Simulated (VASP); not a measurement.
# MgSi3N2 (P-6m2) in VASP: a series of runs

Runs on MgSi3N2. Level: PBE. Tasks: single point, relaxation of cell and atoms.

Everything below comes from runs of VASP 6.6.1. Logs are shortened: lines on timing, memory, paths and dates and some standing lists are left out, and cuts for length are marked.

### Step 1. The cell of the first run

It takes space group P-6m2 (No. 187, hexagonal). Conventional cell: a = 5.210 Å, b = 5.210 Å, c = 4.989 Å, α = 90.00°, β = 90.00°, γ = 120.00°. Within 3.3 Å of Mg (site symmetry -6m2) lie 5 Si at 2.49 to 3.01 Å and 6 N at 3.06 Å. Si (site symmetry -6m2) has 2 Mg at 2.49 Å and 3 Si at 3.01 Å within 3.3 Å. Si (site symmetry -6m2) has 2 Si at 2.49 Å and 3 Mg at 3.01 Å and 6 N at 3.06 Å within 3.3 Å. Within 3.3 Å of Si (site symmetry -6m2) lie 5 Si at 2.49 to 3.01 Å. N (site symmetry 3m) has 1 N at 1.12 Å within 1.5 Å.

The cell was built from a structure type or drawn by symmetry, and may not be a known phase.

### Step 2. Single point, PBE

The input, INCAR:

```
ALGO = Normal ; EDIFF = 1E-6
ENCUT = 520 ; GGA = PE
ISIF = 2 ; ISMEAR = 0
LASPH = T ; LCHARG = T
LELF = T ; LREAL = F
LVHAR = T ; LWAVE = F
NBANDS = 21 ; NELM = 100
PREC = Accurate ; SIGMA = 0.1
```

The input, KPOINTS:

```
k-points
0
Gamma
  12 12 8
```

The input, POSCAR:

```
MgSi3N2
1.0
    5.2101243885      0.0000000000      0.0000000000
   -2.6050621942      4.5121000773      0.0000000000
    0.0000000000      0.0000000000      4.9885176038
Mg Si N
1 3 2
Direct
    0.6666666667      0.3333333333      0.0000000000
    0.6666666667      0.3333333333      0.5000000000
    0.0000000000      0.0000000000      0.0000000000
    0.0000000000      0.0000000000      0.5000000000
    0.3333333333      0.6666666667      0.1121581606
    0.3333333333      0.6666666667      0.8878418394
```

Potentials or basis: VASP PAW PBE potentials, release 64 (Mg, Si, N).

Command:

```console
> cat potpaw_PBE.64/Mg/POTCAR potpaw_PBE.64/Si/POTCAR potpaw_PBE.64/N/POTCAR > POTCAR
> mpirun -np 1 vasp_std > vasp.out
```

OUTCAR:

```text
EDIFF = 1E-6
   ENCUT = 520
   GGA = PE
   ISIF = 2
   ISMEAR = 0
   LASPH = T
   LREAL = F
   NELM = 100
   PREC = Accurate

 ion  position               nearest neighbor table
   1  0.667  0.333  0.000-   2 2.49   2 2.49   3 3.01   3 3.01   3 3.01
   2  0.667  0.333  0.500-   1 2.49   1 2.49   4 3.01   4 3.01   4 3.01
   3  0.000  0.000  0.000-   4 2.49   4 2.49   1 3.01   1 3.01   1 3.01
   4  0.000  0.000  0.500-   3 2.49   3 2.49   2 3.01   2 3.01   2 3.01
   5  0.333  0.667  0.112-   6 1.12
   6  0.333  0.667  0.888-   5 1.12

  LATTYP: Found a hexagonal cell.
 ALAT       =     5.2101243885
 C/A-ratio  =     0.9574661240

  Lattice vectors:

 A1 = (   5.2101243885,   0.0000000000,   0.0000000000)
 A2 = (  -2.6050621942,   4.5121000773,   0.0000000000)
 A3 = (   0.0000000000,   0.0000000000,   4.9885176038)

Analysis of symmetry for initial positions (statically):
=====================================================================
 Subroutine PRICEL returns:
 Original cell was already a primitive cell.

 Routine SETGRP: Setting up the symmetry group for a
 hexagonal supercell.

 Subroutine GETGRP returns: Found 12 space group operations
 (whereof 12 operations were pure point group operations)
 out of a pool of 24 trial point group operations.

The static configuration has the point symmetry D_3h.

Analysis of symmetry for dynamics (positions and initial velocities):
=====================================================================
 Subroutine PRICEL returns:
 Original cell was already a primitive cell.

 Routine SETGRP: Setting up the symmetry group for a
 hexagonal supercell.

 Subroutine GETGRP returns: Found 12 space group operations
 (whereof 12 operations were pure point group operations)
 out of a pool of 24 trial point group operations.

The dynamic configuration has the point symmetry D_3h.

 Subroutine INISYM returns: Found 12 space group operations
 (whereof 12 operations are pure point group operations),
 and found     1 'primitive' translations

----------------------------------------------------------------------------------------

                                     Primitive cell

  volume of cell :     117.2731

  direct lattice vectors                    reciprocal lattice vectors
     5.210124388  0.000000000  0.000000000     0.191933997  0.110813145  0.000000000
    -2.605062194  4.512100077  0.000000000     0.000000000  0.221626290  0.000000000
     0.000000000  0.000000000  4.988517604     0.000000000  0.000000000  0.200460353

  length of vectors
     5.210124388  5.210124388  4.988517604     0.221626290  0.221626290  0.200460353

  position of ions in fractional coordinates (direct lattice)
     0.666666667  0.333333333  0.000000000
     0.666666667  0.333333333  0.500000000
     0.000000000  0.000000000  0.000000000
     0.000000000  0.000000000  0.500000000
     0.333333333  0.666666667  0.112158161
     0.333333333  0.666666667  0.887841839

  ion indices of the primitive-cell ions
   primitive index   ion index
                 1           1
                 2           2
                 3           3
                 4           4
                 5           5
                 6           6

----------------------------------------------------------------------------------------

 KPOINTS: k-points

Automatic generation of k-mesh.
 Grid dimensions read from file:
 generate k-points for:   12   12    8

 Generating k-lattice:

  Cartesian coordinates                     Fractional coordinates (reciprocal lattice)
     0.015994500  0.009234429  0.000000000     0.083333333 -0.000000000  0.000000000
     0.000000000  0.018468857  0.000000000     0.000000000  0.083333333  0.000000000
     0.000000000  0.000000000  0.025057544     0.000000000  0.000000000  0.125000000

  Length of vectors
     0.018468857  0.018468857  0.025057544

  Shift w.r.t. Gamma in fractional coordinates (k-lattice)
     0.000000000  0.000000000  0.000000000

 Subroutine IBZKPT returns following result:
 ===========================================

 Found     95 irreducible k-points:

 Following reciprocal coordinates:
            Coordinates               Weight
  0.000000  0.000000  0.000000      1.000000
  0.083333  0.000000  0.000000      6.000000
  0.166667  0.000000  0.000000      6.000000
  0.250000  0.000000  0.000000      6.000000
  0.333333  0.000000  0.000000      6.000000
  0.416667  0.000000  0.000000      6.000000
[... 16 lines left out ...]
  0.250000  0.000000  0.125000     12.000000
  0.333333  0.000000  0.125000     12.000000
 [... further k-points ...]
   k-points           NKPTS =     95   k-points in BZ     NKDIM =     95   number of bands    NBANDS=     21
   number of dos      NEDOS =    301   number of ions     NIONS =      6
   total plane-waves  NPLWV =  64000
   dimension x,y,z NGX =    40 NGY =   40 NGZ =   40
   dimension x,y,z NGXF=    80 NGYF=   80 NGZF=   80
   ions per type =               1   3   2
   NGX,Y,Z   is equivalent  to a cutoff of  12.76, 12.76, 13.33 a.u.
   NGXF,Y,Z  is equivalent  to a cutoff of  25.53, 25.53, 26.66 a.u.
 SYSTEM =  unknown system
   PREC   = accura    normal or accurate (medium, high low for compatibility)
   ISTART =      0    job   : 0-new  1-cont  2-samecut
   ICHARG =      2    charge: 1-file 2-atom 10-const
   ISPIN  =      1    spin polarized calculation?
   LNONCOLLINEAR =      F non collinear calculations
   LSORBIT =      F    spin-orbit coupling
   LASPH  =      T    aspherical Exc in radial PAW
   ENCUT  =  520.0 eV  38.22 Ry    6.18 a.u.   9.69  9.69  9.28*2*pi/ulx,y,z
   NELM   =    100;   NELMIN=  2; NELMDL= -5     # of ELM steps
   EDIFF  = 0.1E-05   stopping-criterion for ELM
   LREAL  =      F    real-space projection
   EDIFFG = 0.1E-04   stopping-criterion for IOM
   NSW    =      0    number of steps for IOM
   IBRION =     -1    ionic relax: 0-MD 1-quasi-New 2-CG
   NFREE  =      0    steps in history (QN), initial steepest desc. (CG)
   ISIF   =      2    stress and relaxation
   ISYM   =      2    0-nonsym 1-usesym 2-fastsym
   POTIM  = 0.5000    time-step for ionic-motion
   TEBEG  =    0.0;   TEEND  =   0.0 temperature during run
   PSTRESS=    0.0 pullay stress
   NELECT =      24.0000    total number of electrons
   NUPDOWN=      -1.0000    fix difference up-down
   EMIN   =  10.00;   EMAX   =-10.00  energy-range for DOS
   EFERMI =   0.00;   METHOD = LEGACY
   ISMEAR =     0;   SIGMA  =   0.10  broadening in eV -4-tet -1-fermi 0-gaus
   EFERMI_NEDOS =   21; number of points for ismear=-14 and -15
   IALGO  =     38    algorithm
   IMIX   =      4    mixing-type and parameters
     AMIX     =   0.40;   BMIX     =  1.00
     AMIX_MAG =   1.60;   BMIX_MAG =  1.00
  volume/ion in A,a.u.               =      19.55       131.90
  Fermi-wavevector in a.u.,A,eV,Ry     =   0.964745  1.823103 12.663386  0.930733
  Thomas-Fermi vector in A             =   2.094402
   LORBIT       =      0    0 simple, 1 ext, 2 COOP (PROOUT), +10 PAW based schemes
   GGA     = PE    functional components
   LHFCALC =     F    Hartree Fock is set to
   AEXX    =    0.0000 exact exchange contribution
   IVDW    =     0    specifies the selected vdW correction
   LEPSILON=     F    determine dielectric tensor
   LRPA    =     F    only Hartree local field effects (RPA)
 non-spin polarized calculation
 Gauss-broadening in eV      SIGMA  =   0.10
  energy-cutoff  :      520.00
  volume of cell :      117.27
 maximum number of plane-waves:      3211
 NGX is ok and might be reduce to    40
   NGX = 19   NGY = 19   NGZ = 19

 number of electron      24.0000003 magnetization

 Free energy of the ion-electron system (eV)
  ---------------------------------------------------
  ext. energy  EPLUGINS =         0.00000000
  ---------------------------------------------------
  free energy    TOTEN  =       -29.71129248 eV

  energy without entropy =      -29.70602918  energy(sigma->0) =      -29.70866083

 E-fermi :   3.7560     XC(G=0):  -8.9448

 val. band max:        3.6870028585   @ k =   0.4167   0.1667   0.5000
 cond. band min:       3.7695084416   @ k =   0.1667   0.0000   0.5000
 fundamental gap:      0.0825055831
 Fermi energy:         3.7560207730

 k-point     1 :       0.0000    0.0000    0.0000
  band No.  band energies     occupation
      1     -20.4698      2.00000
      2      -6.2269      2.00000
      3      -5.8861      2.00000
      4      -4.1978      2.00000
      5      -4.1978      2.00000
      6      -2.4350      2.00000
[... 13 lines left out ...]
     20       8.6641      0.00000
     21       8.6641      0.00000

 k-point     2 :       0.0833    0.0000    0.0000
  band No.  band energies     occupation
      1     -20.4695      2.00000
      2      -6.2114      2.00000
      3      -5.8830      2.00000
      4      -4.2040      2.00000
      5      -4.1860      2.00000
      6      -2.5076      2.00000
[... 13 lines left out ...]
     20       8.7011      0.00000
     21       8.8126      0.00000

 k-point     3 :       0.1667    0.0000    0.0000
  band No.  band energies     occupation
      1     -20.4688      2.00000
      2      -6.1665      2.00000
      3      -5.8749      2.00000
      4      -4.2206      2.00000
      5      -4.1539      2.00000
      6      -2.7056      2.00000
[... 13 lines left out ...]
     20       8.7993      0.00000
     21       9.1788      0.00000

 k-point     4 :       0.2500    0.0000    0.0000
  band No.  band energies     occupation
      1     -20.4680      2.00000
      2      -6.0986      2.00000
      3      -5.8637      2.00000
      4      -4.2430      2.00000
      5      -4.1129      2.00000
      6      -2.9647      2.00000
[... 13 lines left out ...]
     20       8.9272      0.00000
     21       9.5643      0.00000

 k-point     5 :       0.3333    0.0000    0.0000
  band No.  band energies     occupation
      1     -20.4672      2.00000
      2      -6.0207      2.00000
      3      -5.8524      2.00000
      4      -4.2651      2.00000
      5      -4.0827      2.00000
      6      -3.2008      2.00000
[... 13 lines left out ...]
     20       9.0484      0.00000
     21       9.7463      0.00000

 k-point     6 :       0.4167    0.0000    0.0000
  band No.  band energies     occupation
      1     -20.4666      2.00000
      2      -5.9553      2.00000
      3      -5.8441      2.00000
      4      -4.2810      2.00000
      5      -4.0792      2.00000
      6      -3.3486      2.00000
[... 13 lines left out ...]
     20       9.1331      0.00000
     21       9.7169      0.00000

 k-point     7 :       0.5000    0.0000    0.0000
  band No.  band energies     occupation
      1     -20.4663      2.00000
      2      -5.9291      2.00000
      3      -5.8410      2.00000
      4      -4.2868      2.00000
      5      -4.0854      2.00000
      6      -3.3941      2.00000
[... 13 lines left out ...]
     20       9.1633      0.00000
     21       9.6738      0.00000
[... 291 lines left out ...]
      1     -20.4694      2.00000
      2      -6.2517      2.00000
      3      -5.7909      2.00000
      4      -4.1936      2.00000
      5      -4.1936      2.00000
      6      -2.4676      2.00000
[... 13 lines left out ...]
     20       9.1897      0.00000
     21       9.1897      0.00000

 k-point    21 :       0.0833    0.0000    0.1250
  band No.  band energies     occupation
      1     -20.4692      2.00000
      2      -6.2342      2.00000
      3      -5.7913      2.00000
      4      -4.1996      2.00000
      5      -4.1818      2.00000
      6      -2.5212      2.00000
[... 13 lines left out ...]
     20       9.2161      0.00000
     21       9.3398      0.00000

 k-point    22 :       0.1667    0.0000    0.1250
  band No.  band energies     occupation
      1     -20.4686      2.00000
      2      -6.1840      2.00000
      3      -5.7926      2.00000
      4      -4.2156      2.00000
      5      -4.1488      2.00000
      6      -2.6868      2.00000
[... 13 lines left out ...]
     20       9.2875      0.00000
     21       9.5821      0.00000

 k-point    23 :       0.2500    0.0000    0.1250
  band No.  band energies     occupation
      1     -20.4677      2.00000
      2      -6.1078      2.00000
      3      -5.7954      2.00000
      4      -4.2373      2.00000
      5      -4.1027      2.00000
      6      -2.9333      2.00000
[... 13 lines left out ...]
     20       9.3818      0.00000
     21       9.6975      0.00000

 k-point    24 :       0.3333    0.0000    0.1250
  band No.  band energies     occupation
      1     -20.4669      2.00000
      2      -6.0184      2.00000
      3      -5.8020      2.00000
      4      -4.2587      2.00000
      5      -4.0555      2.00000
      6      -3.1868      2.00000
[... 13 lines left out ...]
     20       9.4684      0.00000
     21      10.0176      0.00000

 [... further k-points ...]
[... 5 lines left out ...]
  --------------------------------------------------------------------------------------
  -------------------------------------------------------------------------------------
  Total       -0.0652255     -0.0652255      1.4765120     -0.0000000      0.0000000      0.0000000
  in kB       -0.8911060     -0.8911060     20.1720128     -0.0000000      0.0000000      0.0000000
  external PRESSURE =       6.1299336 kB  Pullay stress =       0.0000000 kB

 VOLUME and BASIS-vectors are now :
 -----------------------------------------------------------------------------
  energy-cutoff  :      520.00
  volume of cell :      117.27
      direct lattice vectors                 reciprocal lattice vectors
     5.210124388  0.000000000  0.000000000     0.191933997  0.110813145  0.000000000
    -2.605062194  4.512100077  0.000000000     0.000000000  0.221626290  0.000000000
     0.000000000  0.000000000  4.988517604     0.000000000  0.000000000  0.200460353

 POSITION                                       TOTAL-FORCE (eV/Angst)
 -----------------------------------------------------------------------------------
      2.60506      1.50403      0.00000        -0.000000      0.000000      0.000000
      2.60506      1.50403      2.49426         0.000000     -0.000000      0.000000
      0.00000      0.00000      0.00000        -0.000000     -0.000000      0.000000
      0.00000      0.00000      2.49426        -0.000000     -0.000000      0.000000
     -0.00000      3.00807      0.55950         0.000000      0.000000      1.397414
     -0.00000      3.00807      4.42901         0.000000      0.000000     -1.397414
 -----------------------------------------------------------------------------------
    total drift:                                0.000001     -0.000000     -0.000000

  FREE ENERGIE OF THE ION-ELECTRON SYSTEM (eV)
  ---------------------------------------------------
  free  energy   TOTEN  =       -29.7112924797 eV

  energy  without entropy=      -29.7060291769  energy(sigma->0) =      -29.70866083
```

Run time: 81 s. Hardware: 1 thread of Intel Xeon 6975P-C (Granite Rapids), shared host; peak memory 0.39 GiB.

Results:

| Item | Value |
| --- | --- |
| Free energy | -29.7113 eV |
| Pressure | 0.6 GPa |
| Largest force | 1.397 eV/Å |
| Band gap on the k mesh | zero (bands 12 and 13 overlap by 1.33 eV) |

Forces in eV/Å, atoms in the order of the input:
```
Mg   0.000  0.000  0.000
Si   0.000  0.000  0.000
Si   0.000  0.000  0.000
Si   0.000  0.000  0.000
N    0.000  0.000  1.397
N    0.000  0.000 -1.397
```

Stress tensor (GPa, compression positive):
```
-0.09  0.00  0.00
 0.00 -0.09  0.00
 0.00  0.00  2.02
```

Caveat: the standard files for N, O and F lose accuracy on very short bonds; forces of over 1 eV/Å act on the atoms, so gaps and moduli don't describe the material at rest.

### Step 3. Relaxation of cell and atoms, PBE, collinear spin, ferromagnetic start

This run uses another cell than the first one, of 14.80 Å³/atom.

The input, INCAR:

```
  PREC = Accurate
  ENCUT = 600
  EDIFF = 1E-7
  ISMEAR = 0
  SIGMA = 0.1
  LREAL = False
  LASPH = True
  NELM = 150
  ALGO = Normal
  ISIF = 3
  LWAVE = False
  LCHARG = False
  ISPIN = 2
  MAGMOM = 0 0 0 0 1 1
  LORBIT = 11
  GGA = PE
  IBRION = 2
  NSW = 90
  EDIFFG = -0.04
```

The input, KPOINTS:

```
regular mesh
0
Gamma
  6 6 2
```

The input, POSCAR:

```
MgSi3N2
1.0
    3.6517182100      0.0000000000      0.0000000000
   -1.8258591100      3.1624807400      0.0000000000
    0.0000000000      0.0000000000      7.6904590400
Mg Si N
1 3 2
Direct
    0.6666666700      0.3333333300      0.0000000000
    0.6666666700      0.3333333300      0.5000000000
    0.0000000000      0.0000000000      0.0000000000
    0.0000000000      0.0000000000      0.5000000000
    0.3333333300      0.6666666700      0.2462391900
    0.3333333300      0.6666666700      0.7537608100
```

Potentials or basis: VASP PAW PBE potentials, release 64 (Mg, Si, N).

Command:

```console
> cat potpaw_PBE.64/Mg/POTCAR potpaw_PBE.64/Si/POTCAR potpaw_PBE.64/N/POTCAR > POTCAR
> mpirun -np 1 vasp_std > vasp.out
```

Run time: 14 min. Hardware: 1 thread of Intel Xeon 6975P-C (Granite Rapids), shared host; peak memory 0.31 GiB.

Results (log left out):

| Quantity | Value |
| --- | --- |
| Free energy | -29.7453 eV |
| Relaxed volume | 17.77 Å³/atom |
| Relaxed cell | a = 5.020 Å, b = 5.020 Å, c = 4.885 Å, α = 90.00°, β = 90.00°, γ = 120.00° |
| Space group after relaxing (to 0.1 Å) | P-6m2 (No. 187) |
| Pressure after relaxing | 0.2 GPa |
| Largest force after relaxing | 0.028 eV/Å |
| Band gap on the k mesh | zero (filled and empty bands overlap) |
| Net moment | 0.00 μB per cell |
| Valence electrons inside the program's atomic spheres | Mg 0.39; Si 1.62, 1.61, 1.53; N 3.78 |

Forces on the atoms (eV/Å):
```
Mg   0.000  0.000  0.000
Si   0.000  0.000  0.000
Si   0.000  0.000  0.000
Si   0.000  0.000  0.000
N    0.000  0.000  0.028
N    0.000  0.000 -0.028
```

Stress tensor (GPa, compression positive):
```
0.33 0.00 0.00
0.00 0.33 0.00
0.00 0.00 0.08
```

Final structure:
```
Mg Si N
1.0
     5.01985    0.00000    0.00000
    -2.50992    4.34731    0.00000
     0.00000    0.00000    4.88454
Mg Si N
1 3 2
Direct
  0.66667 0.33333 0.00000
  0.66667 0.33333 0.50000
  0.00000 0.00000 0.00000
  0.00000 0.00000 0.50000
  0.33333 0.66667 0.11649
  0.33333 0.66667 0.88351
```

Levels at points of the mesh, in eV from the Fermi level:
Spin up:
| k point | band 10 | band 11 | band 12 | band 13 | band 14 | band 15 |
| --- | --- | --- | --- | --- | --- | --- |
| (0.00, 0.00, 0.00) | -2.73 | -2.73 | -0.09 | 1.17 | 1.18 | 1.18 |
| (0.50, 0.00, 0.00) | -2.70 | -1.38 | -0.89 | 0.21 | 0.85 | 1.43 |
| (0.00, 0.00, 0.50) | -1.76 | -1.68 | -0.87 | -0.87 | 0.01 | 0.01 |
| (0.50, 0.00, 0.50) | -2.65 | -0.41 | -0.32 | 1.05 | 1.42 | 1.78 |
Spin down:
| k point | band 10 | band 11 | band 12 | band 13 | band 14 | band 15 |
| --- | --- | --- | --- | --- | --- | --- |
| (0.00, 0.00, 0.00) | -2.73 | -2.73 | -0.09 | 1.17 | 1.18 | 1.18 |
| (0.50, 0.00, 0.00) | -2.70 | -1.38 | -0.89 | 0.21 | 0.85 | 1.43 |
| (0.00, 0.00, 0.50) | -1.76 | -1.68 | -0.87 | -0.87 | 0.01 | 0.01 |
| (0.50, 0.00, 0.50) | -2.65 | -0.41 | -0.32 | 1.05 | 1.42 | 1.78 |

Caveat: the k points lie up to 0.64 Å⁻¹ apart in the final cell, too coarse for converged energies and pressures of a metal; the volume moved by over 15 % at a fixed basis, so the end points are rough.
